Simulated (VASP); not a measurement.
A run of VASP 6.6.1 is set up as follows.

INCAR

```
PREC = Accurate ; ENCUT = 520
EDIFF = 1E-8 ; ISMEAR = -1
SIGMA = 0.01 ; LREAL = Auto
LASPH = True ; NELM = 150
ALGO = Normal ; ISIF = 2
LWAVE = False ; LCHARG = False
ISPIN = 2 ; MAGMOM = 0 0 0 0 0 0 0 0 0 0 0 0 0 0 0 0 0.01 0.05 0.05 0.07 0.08 0.05 0.05 0.04 0.08 0.05 0.05 0.04 0.03 0.05 0.05 0.07 0
LORBIT = 11 ; NUPDOWN = 1.0
GGA = PE ; LEFG = True
NELECT = 127.0 ; NBANDS = 90
KPAR = 2 ; NCORE = 2
```

KPOINTS

```
Automatic mesh
0
Gamma
  2 2 2
  0.5 0.5 0.5
```

POSCAR

```
BeAl15HN16
1.0
    6.2595139128      0.0000000578      0.0000000000
   -3.1297570064      5.4208980350      0.0000000000
    0.0000000000      0.0000000000     10.0348065929
Al Be N H
15 1 16 1
Direct
    0.3316630610      0.1676220635      0.2410754734
    0.3296475346      0.1692800380      0.7462554616
    0.1645940064      0.3351450054      0.9979850399
    0.3298702165      0.6596852357      0.2530271585
    0.1533877359      0.8170279863      0.5052028588
    0.3322854516      0.6654149076      0.7479767968
    0.1660155755      0.8329643148      0.9978893364
    0.8381758596      0.1683908925      0.2526689963
    0.6804205598      0.3448514354      0.5046119993
    0.8344642008      0.1676574988      0.7478648517
    0.6660583233      0.3333086818      0.9980897623
    0.8332954349      0.6654654308      0.2484711764
    0.6650321002      0.8315175323      0.5008775500
    0.8316461700      0.6686607389      0.7525509268
    0.6641592787      0.8351172182      1.0010742596
    0.1373115117      0.3572837957      0.5137446731
    0.3574208212      0.1414081469      0.4306116936
    0.1674945818      0.3317620482      0.1885630478
    0.3305636119      0.1696024666      0.9393487717
    0.1665846837      0.3344456477      0.6833171049
    0.3218703231      0.6508454911      0.4455689223
    0.1683423642      0.8295171902      0.1893526023
    0.3318185055      0.6689229954      0.9390100540
    0.1652147269      0.8323587773      0.6925359033
    0.8481251014      0.1771046601      0.4456468292
    0.6702733073      0.3314885454      0.1890121080
    0.8316057602      0.1688085866      0.9390331288
    0.6679549997      0.3353154107      0.6924977889
    0.8307727813      0.6681547152      0.4392624904
    0.6666430127      0.8325806954      0.1932282294
    0.8302715898      0.6697217560      0.9424498218
    0.6680067567      0.8335909813      0.6911336623
    0.4490115682      0.0469452142      0.4004043068
```

Potentials or basis: VASP PAW PBE potentials, release 64 (Al, Be, N, H).

Command:

```bash
$ cat potpaw_PBE.64/Al/POTCAR potpaw_PBE.64/Be/POTCAR potpaw_PBE.64/N/POTCAR potpaw_PBE.64/H/POTCAR > POTCAR
$ mpirun -np 4 vasp_std > vasp.out
```

Problem. Predict the largest force.

Solution. 0.442 eV/Å.

Electric field gradients, principal values (V/Å²):
```
 atom    least   middle  greatest (by size)
 1 Al   -1.307  -17.274              18.581
 2 Al   -2.004   -7.971               9.975
 3 Al   -1.656   -4.098               5.754
 4 Al    0.968    4.510              -5.478
 5 Al   -2.837  -11.201              14.038
 6 Al   -1.750   -4.571               6.321
 7 Al    0.157    7.185              -7.342
 8 Al   -0.814   -4.460               5.274
 9 Al   -1.924  -10.170              12.094
10 Al   -1.590   -4.806               6.397
11 Al    0.038    6.424              -6.462
12 Al   -1.076   -6.077               7.153
13 Al    0.561    6.486              -7.047
14 Al    0.994    2.871              -3.865
15 Al   -1.156   -4.810               5.967
16 Be   -7.028   -8.171              15.198
 17 N  -24.465  -28.888              53.354
 18 N    0.173    3.202              -3.375
 19 N   -2.921   -5.435               8.357
 20 N   -1.822   -3.866               5.688
 21 N    1.532    8.527             -10.058
 22 N   -2.978   -4.343               7.320
 23 N   -0.229   -4.635               4.865
 24 N    0.325    2.455              -2.780
 25 N    3.506    7.230             -10.736
 26 N   -2.810   -3.869               6.679
 27 N   -0.762   -4.817               5.579
 28 N    0.278    2.994              -3.272
 29 N   -2.251   -4.586               6.836
 30 N   -0.977   -5.583               6.559
 31 N   -2.008   -2.765               4.773
 32 N    0.296    5.195              -5.491
 33 H  -13.942  -14.094              28.036
```

Caveat: the k points lie up to 0.58 Å⁻¹ apart; the cell carries a net charge on a neutralising background, which shifts energy and pressure; without QUAD_EFG the Cq values of the log hold for a quadrupole moment of 1 mb, not for the nuclei; the total moment is fixed, so each spin has its own Fermi level.
